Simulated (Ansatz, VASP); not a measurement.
## One calculation of Eu, two programs

```xyz
1
Lattice="-2.2414 2.2755 2.2755 2.2755 -2.2414 2.2755 2.2755 2.2755 -2.2414" Properties=species:S:1:pos:R:3 pbc="T T T"
Eu    0.0000    0.0000    0.0000
```

Change from the starting cell: equal xy, yz and zx shear strains of +1.5 %.

Alike in both runs: task single point; functional PBE; k mesh 13 × 13 × 13; occupations fermi-dirac, width 0.05 eV; collinear spin.

|  | VASP | Ansatz |
| --- | --- | --- |
| version | VASP 6.6.1 | Ansatz 0.2.0 |
| potentials or method | VASP PAW PBE potentials, release 64 (Eu), cutoff 520 eV | all-electron LAPW, scalar-relativistic |

Ansatz gave:

| Item | Value |
| --- | --- |
| pressure (GPa) | -1.2 |
| traceless stress, the component that is largest in VASP (GPa) | -0.20 |
| net moment per atom (μB) | 7.35 |
| size of the moment on the site where the two differ most (μB) | 7.17 |

Question: What did VASP give for the same quantities?

Answer: Pressure (GPa): -1.5; traceless stress, the component that is largest in VASP (GPa): -0.20; net moment per atom (μB): 7.35; size of the moment on the site where the two differ most (μB): 6.70.

Site moments also hang on the region over which each program counts them. Ansatz ran all-electron here, and VASP with PAW potentials.

Neither program's run includes spin-orbit coupling.
